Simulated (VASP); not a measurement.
Input of a VASP 6.6.1 run:

The input INCAR:

```
SYSTEM = FeO
PREC = Accurate
ENCUT = 600
EDIFF = 1E-7
ISMEAR = -1
SIGMA = 0.05
LREAL = .False.
LASPH = .True.
NELM = 150
ALGO = Normal
ISIF = 3
LWAVE = .False.
LCHARG = .False.
ISPIN = 2
MAGMOM = 3 0
LORBIT = 11
LMAXMIX = 4
GGA = B5
ALDAX = 1.0
AGGAX = 1.0
AGGAC = 1.0
ALDAC = 0.0
IVDW = 13
VDW_S6 = 1.0
VDW_S8 = 2.34076671
VDW_A1 = 0.44488865
VDW_A2 = 4.0933009
IBRION = 2
NSW = 80
EDIFFG = -0.02
```

Contents of KPOINTS:

```
regular mesh
0
Gamma
  11 11 11
  0 0 0
```

File POSCAR:

```
FeO
1.0
    0.0000000000      2.1554000000      2.1554000000
    2.1554000000      0.0000000000      2.1554000000
    2.1554000000      2.1554000000      0.0000000000
Fe O
1 1
Direct
    0.0000000000      0.0000000000      0.0000000000
    0.5000000000      0.5000000000      0.5000000000
```

Potentials or basis: VASP PAW PBE potentials, release 64 (Fe, O).

Launch:

```console
$ cat potpaw_PBE.64/Fe/POTCAR potpaw_PBE.64/O/POTCAR > POTCAR
$ mpirun -np 1 vasp_std > vasp.out
```

(1) Estimate the space group after relaxing (to 0.05 Å).

(2) What does it give for the site moments?

(3) What does it give for the net moment?

Results:

(1) Fm-3m (No. 225).

(2) Fe +3.59; O +0.32 μB.

(3) 4.00 μB per cell.

Caveat: a cell with one magnetic atom can't hold antiferromagnetic order, which such compounds often take.
